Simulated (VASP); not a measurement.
Here is a VASP 6.6.1 calculation.

Contents of INCAR:

```
SYSTEM = W18S35
  PREC = Accurate
  ENCUT = 400
  EDIFF = 1E-6
  ISMEAR = -1
  SIGMA = 0.01
  LREAL = Auto
  LASPH = .True.
  NELM = 120
  ALGO = Normal
  ISIF = 2
  LWAVE = .False.
  LCHARG = .False.
  GGA = PE
  NBANDS = 263
  GGA_COMPAT = .False.
```

The input KPOINTS:

```
Automatic mesh
0
Gamma
  1 1 1
  0.25 0.25 0.25
```

The input POSCAR:

```
W18S35
1.0
    9.3812494600     -0.0000000900      0.0000000000
   -4.6906246600      8.1244004000      0.0000000000
    0.0000000000      0.0000000000     12.1647637100
W S
18 35
Direct
    0.1115839308      0.2211199500      0.2491570796
    0.2257550126      0.1189340718      0.7509448780
    0.1114767757      0.5541778825      0.2492539167
    0.1937738111      0.4313142934      0.7586638113
    0.1115171490      0.8876129505      0.2490860548
    0.2233241273      0.7760031153      0.7507521081
    0.4449278959      0.2211173689      0.2492664118
    0.5481289470      0.1093072726      0.7505291691
    0.4447570259      0.5543651000      0.2491156485
    0.5641894602      0.4350857758      0.7578212138
    0.4449592916      0.8877178235      0.2491601212
    0.5679659889      0.8056785398      0.7589710101
    0.7780714373      0.2210388437      0.2491925098
    0.8932841151      0.1060558365      0.7500027306
    0.7779779837      0.5541405948      0.2491132645
    0.8902076188      0.4512112771      0.7505076315
    0.7779210606      0.8874559001      0.2492456962
    0.8803590798      0.7735068153      0.7510304530
    0.1125878498      0.2238283345      0.6168710037
    0.2222689198      0.1104168894      0.1186047698
    0.1108889220      0.2184345826      0.8863893502
    0.2220793220      0.1101922574      0.3797647953
    0.1107698075      0.5558029870      0.6170258773
    0.2223353297      0.4439255628      0.1183878318
    0.1091637365      0.5592187468      0.8862163916
    0.2225739406      0.4439827978      0.3800128067
    0.1096097735      0.8895223837      0.6240533874
    0.2221525884      0.7770231290      0.1186666699
    0.1097313929      0.8893727111      0.8762721787
    0.2220496318      0.7770408534      0.3797666860
    0.4458232686      0.2258891672      0.6166796313
    0.5557589035      0.1105445332      0.1185404036
    0.4424462206      0.2205012003      0.8858694058
    0.5555399138      0.1104412641      0.3799601135
    0.5552519924      0.4438742396      0.1184327977
    0.4410732343      0.5587895495      0.6756298927
    0.5551433361      0.4439890789      0.3799493447
    0.4436748259      0.8887682394      0.6172188116
    0.5552039233      0.7766860001      0.1183980252
    0.4397003931      0.8900895677      0.8864329186
    0.5550665812      0.7766144871      0.3800407563
    0.7781418948      0.2214095787      0.6240285616
    0.8886106467      0.1105520452      0.1186267185
    0.7782943215      0.2210968172      0.8754150310
    0.8885946912      0.1104220663      0.3797900321
    0.7735743022      0.5534658373      0.6169263275
    0.8886243408      0.4433843610      0.1184964241
    0.7786871287      0.5566487184      0.8859982205
    0.8886864209      0.4434963693      0.3799056940
    0.7755850375      0.8867886509      0.6168899108
    0.8887918280      0.7769928572      0.1186497358
    0.7810981375      0.8885386878      0.8864757473
    0.8888381610      0.7768729714      0.3797911830
```

Potentials or basis: VASP PAW PBE potentials, release 64 (W_sv, S).

Launch:

```sh
$ cat potpaw_PBE.64/W_sv/POTCAR potpaw_PBE.64/S/POTCAR > POTCAR
$ mpirun -np 1 vasp_std > vasp.out
```

Problem. Estimate the pressure.

Solution. 6.0 GPa.

Problem. Estimate the band gap on the k mesh.

Solution. 0.14 eV.

Stress tensor (GPa, compression positive):
```
 6.80 -0.14  0.02
-0.14  6.64  0.03
 0.02  0.03  4.56
```

Caveat: spin-orbit coupling is left out, which moves the levels of the heavy elements.
